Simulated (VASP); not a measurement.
# N (P4_2/mnm) in VASP: further runs, part 2 of 2

VASP 6.6.1. The steps go on from the part before.

## Step 4: Relaxation of shape and atoms at fixed volume, PBE+D3(BJ) (19.64 Å³/atom)

This run uses another cell than the first one, of 19.64 Å³/atom.

The input, INCAR:

```
PREC = Accurate
ENCUT = 600
EDIFF = 1E-7
ISMEAR = 0
SIGMA = 0.02
LREAL = False
LASPH = True
NELM = 100
ALGO = Normal
ISIF = 4
LWAVE = False
LCHARG = False
GGA = PE
IVDW = 12
IBRION = 2
NSW = 50
EDIFFG = -0.01
```

The input, KPOINTS:

```
regular mesh
0
Gamma
  6 6 4
```

The input, POSCAR:

```
N
1.0
    3.9291854142      0.0000000000      0.0000000000
    0.0000000000      3.9291854142      0.0000000000
    0.0000000000      0.0000000000      5.0881110130
N
4
Direct
    0.9019934244      0.9019934244      0.0000000000
    0.5980065756      0.4019934244      0.5000000000
    0.0980065756      0.0980065756      0.0000000000
    0.4019934244      0.5980065756      0.5000000000
```

Potentials or basis: VASP PAW PBE potentials, release 64 (N).

Run with:

```bash
> cat potpaw_PBE.64/N/POTCAR > POTCAR
> mpirun -np 1 vasp_std > vasp.out
```

OUTCAR:

```text
PREC = Accurate
   ENCUT = 600
   EDIFF = 1E-7
   ISMEAR = 0
   LREAL = False
   LASPH = True
   NELM = 100
   ISIF = 4
   GGA = PE
   IVDW = 12
   IBRION = 2
   NSW = 50
   EDIFFG = -0.01
 IVDW          = 12

 ion  position               nearest neighbor table
   1  0.902  0.902  0.000-   3 1.09
   2  0.598  0.402  0.500-   4 1.09
   3  0.098  0.098  0.000-   1 1.09
   4  0.402  0.598  0.500-   2 1.09

  LATTYP: Found a simple tetragonal cell.
 ALAT       =     3.9291854142
 C/A-ratio  =     1.2949531459

  Lattice vectors:

 A1 = (   3.9291854142,   0.0000000000,   0.0000000000)
 A2 = (   0.0000000000,   3.9291854142,   0.0000000000)
 A3 = (   0.0000000000,   0.0000000000,   5.0881110130)

Analysis of symmetry for initial positions (statically):
=====================================================================
 Subroutine PRICEL returns:
 Original cell was already a primitive cell.

[... 396 lines left out ...]

  energy without entropy =      -33.27828149  energy(sigma->0) =      -33.27828149

 E-fermi :  -5.7053     XC(G=0):  -6.9760

 val. band max:       -5.8256109565   @ k =   0.5000   0.5000   0.5000
 cond. band min:       0.6986716372   @ k =   0.0000   0.0000   0.0000
 fundamental gap:      6.5242825937
 Fermi energy:        -5.7053007846

 k-point     1 :       0.0000    0.0000    0.0000
  band No.  band energies     occupation
      1     -24.2334      2.00000
      2     -24.1311      2.00000
      3      -9.2919      2.00000
      4      -9.2919      2.00000
      5      -8.0161      2.00000
      6      -7.2248      2.00000
      7      -7.2248      2.00000
      8      -7.1083      2.00000
      9      -7.1062      2.00000
     10      -6.1125      2.00000
     11       0.6987      0.00000
     12       1.7369      0.00000
     13       2.1885      0.00000
     14       2.1885      0.00000
[... 377 lines left out ...]
      1     -24.1613      2.00000
      2     -24.1613      2.00000
      3      -9.6812      2.00000
      4      -9.6812      2.00000
      5      -7.6714      2.00000
      6      -7.6714      2.00000
      7      -7.2386      2.00000
      8      -7.2386      2.00000
      9      -6.2057      2.00000
     10      -6.2057      2.00000
     11       1.5202      0.00000
     12       1.5202      0.00000
     13       2.3047      0.00000
     14       2.3047      0.00000

 [... further k-points ...]

------------------------ aborting loop because EDIFF is reached ----------------------------------------

 Edisp (eV)   -0.26292

 E8    (eV) :    -0.0644
[... 27 lines left out ...]
  FREE ENERGIE OF THE ION-ELECTRON SYSTEM (eV)
  ---------------------------------------------------
  free  energy   TOTEN  =       -33.5411997931 eV

  energy  without entropy=      -33.5411997931  energy(sigma->0) =      -33.54119979

 reached required accuracy - stopping structural energy minimisation
```

CONTCAR:

```text
N
   1.00000000000000
     3.9142808784662511   -0.0000000000000000    0.0000000000000000
     0.0000000000000000    3.9142808784662515    0.0000000000000000
     0.0000000000000000    0.0000000000000000    5.1269331191562513
  N
     4
Direct
     0.8995748543255685    0.8995748543255685    0.0000000000000000
     0.6004251456744315    0.3995748543255688    0.5000000000000000
     0.1004251456744313    0.1004251456744313    0.0000000000000000
     0.3995748543255688    0.6004251456744315    0.5000000000000000

  0.00000000E+00  0.00000000E+00  0.00000000E+00
  0.00000000E+00  0.00000000E+00  0.00000000E+00
  0.00000000E+00  0.00000000E+00  0.00000000E+00
  0.00000000E+00  0.00000000E+00  0.00000000E+00
```

It took 5.4 min on 1 thread of Intel Xeon 8259CL, shared host; peak memory 0.21 GiB.

What came out:

* Free energy: -33.5412 eV
* Pressure after relaxing: 0.3 GPa
* Largest force after relaxing: 0.010 eV/Å
* Band gap on the k mesh: 6.52 eV (least direct gap 6.81 eV)
* Dispersion energy per atom: -0.066 eV

Forces on the atoms (eV/Å):
```
N   -0.007 -0.007  0.000
N    0.007 -0.007  0.000
N    0.007  0.007  0.000
N   -0.007  0.007  0.000
```

Final structure:
```cif
data_structure
_symmetry_space_group_name_H-M 'P 1'
_symmetry_Int_Tables_number 1
_cell_length_a 3.9143
_cell_length_b 3.9143
_cell_length_c 5.1269
_cell_angle_alpha 90.000
_cell_angle_beta 90.000
_cell_angle_gamma 90.000
_cell_volume 78.55
loop_
_atom_site_label
_atom_site_type_symbol
_atom_site_fract_x
_atom_site_fract_y
_atom_site_fract_z
_atom_site_occupancy
N1 N 0.89957 0.89957 0.00000 1
N2 N 0.60043 0.39957 0.50000 1
N3 N 0.10043 0.10043 0.00000 1
N4 N 0.39957 0.60043 0.50000 1
```

Levels at points of the mesh, in eV from the valence-band top:
```tsv
k point	band 8	band 9	band 10	band 11	band 12	band 13
(0.00, 0.00, 0.00)	-1.28	-1.28	-0.29	6.52	7.56	8.01
(0.50, 0.00, 0.00)	-1.69	-0.29	-0.29	7.78	7.78	7.78
(0.50, 0.50, 0.00)	-1.62	-0.06	-0.06	7.48	7.48	8.69
(0.00, 0.00, 0.50)	-1.42	-0.50	-0.50	7.01	7.01	8.01
(0.50, 0.00, 0.50)	-1.41	-0.38	-0.38	7.35	7.35	8.13
(0.50, 0.50, 0.50)	-1.68	0.00	0.00	7.55	7.55	8.69
```

Caveat: the standard files for N, O and F lose accuracy on very short bonds. A k mesh can miss the band edges.

## Step 5: Relaxation of shape and atoms at fixed volume, PBE+D3(BJ) (20.31 Å³/atom)

This run uses another cell than the first one, of 20.31 Å³/atom.

INCAR is that of step 4.

The input, KPOINTS:

```
Automatic mesh
0
Gamma
  6 6 4
```

The input, POSCAR:

```
N
1.0
    3.9724278892      0.0000000000      0.0000000000
    0.0000000000      3.9724278892      0.0000000000
    0.0000000000      0.0000000000      5.1476415805
N
4
Direct
    0.9030165799      0.9030165799      0.0000000000
    0.5969834201      0.4030165799      0.5000000000
    0.0969834201      0.0969834201      0.0000000000
    0.4030165799      0.5969834201      0.5000000000
```

Run with:

```bash
> cat potpaw_PBE.64/N/POTCAR > POTCAR
> mpirun -np 1 vasp_std > vasp.out
```

Run time: 5.1 min. Hardware: 1 thread of Intel Xeon 8259CL, shared host; peak memory 0.21 GiB.

Results (log left out):

```yaml
Free_energy: -33.5488 eV
Pressure_after_relaxing: 0.1 GPa
Largest_force_after_relaxing: 0.009 eV/Å
Band_gap_on_the_k_mesh: 6.61 eV (least direct gap 6.87 eV)
Dispersion_energy_per_atom: -0.063 eV
```

Forces on the atoms (eV/Å):
```
N    0.007  0.007  0.000
N   -0.007  0.007  0.000
N   -0.007 -0.007  0.000
N    0.007 -0.007  0.000
```

Stress tensor (GPa, compression positive):
```
0.09 0.00 0.00
0.00 0.09 0.00
0.00 0.00 0.19
```

Final structure:
```
N
1.0
     3.95971    0.00000    0.00000
     0.00000    3.95971    0.00000
     0.00000    0.00000    5.18076
N
4
Direct
  0.90071 0.90071 0.00000
  0.59929 0.40071 0.50000
  0.09929 0.09929 0.00000
  0.40071 0.59929 0.50000
```

Levels at points of the mesh, in eV from the valence-band top:
```
           k point  band 6  band 7  band 8  band 9  band 10  band 11  band 12  band 13  band 14
(0.00, 0.00, 0.00)   -1.40   -1.40   -1.28   -1.20    -0.26     6.61     7.60     8.02     8.02
(0.50, 0.00, 0.00)   -1.67   -1.66   -1.66   -0.27    -0.27     7.80     7.80     7.80     7.80
(0.50, 0.50, 0.00)   -1.85   -1.60   -1.60   -0.05    -0.05     7.51     7.51     8.66     8.66
(0.00, 0.00, 0.50)   -1.95   -1.42   -1.42   -0.48    -0.48     7.07     7.07     8.01     8.01
(0.50, 0.00, 0.50)   -1.82   -1.41   -1.41   -0.35    -0.35     7.38     7.38     8.13     8.13
(0.50, 0.50, 0.50)   -1.92   -1.65   -1.65    0.00     0.00     7.58     7.58     8.66     8.66
```

Caveat: the standard files for N, O and F lose accuracy on very short bonds. A k mesh can miss the band edges.

## Step 6: Overview

```tsv
task	cell	cutoff (eV)	gap on the mesh (eV)	pressure (GPa)	relaxed volume (Å³/atom)	largest force (eV/Å)
single point	a = 4.181, b = 4.181, c = 5.414 Å, 4 atoms, atomic positions A	520	7.05	1.8	-	1.74
single point	a = 4.235, b = 4.235, c = 5.475 Å, 4 atoms, atomic positions B	520	7.12	1.7	-	1.74
relaxation of shape and atoms at fixed volume	relaxed from a = 3.929, b = 3.929, c = 5.088 Å, 4 atoms, atomic positions C	600	6.52	0.3	19.64	0.01
relaxation of shape and atoms at fixed volume	relaxed from a = 3.972, b = 3.972, c = 5.148 Å, 4 atoms, atomic positions D	600	6.61	0.1	20.31	0.01
```

Alike in all rows: level PBE+D3(BJ); potentials or basis VASP PAW PBE potentials, release 64 (N); no spin polarisation; k mesh 6 × 6 × 4; smearing gaussian 0.02 eV.

Caveats: the standard files for N, O and F lose accuracy on very short bonds; forces of over 1 eV/Å act on the atoms, so gaps and moduli don't describe the material at rest (at least some runs).

Absolute energies hang on the potentials; compare differences alone.
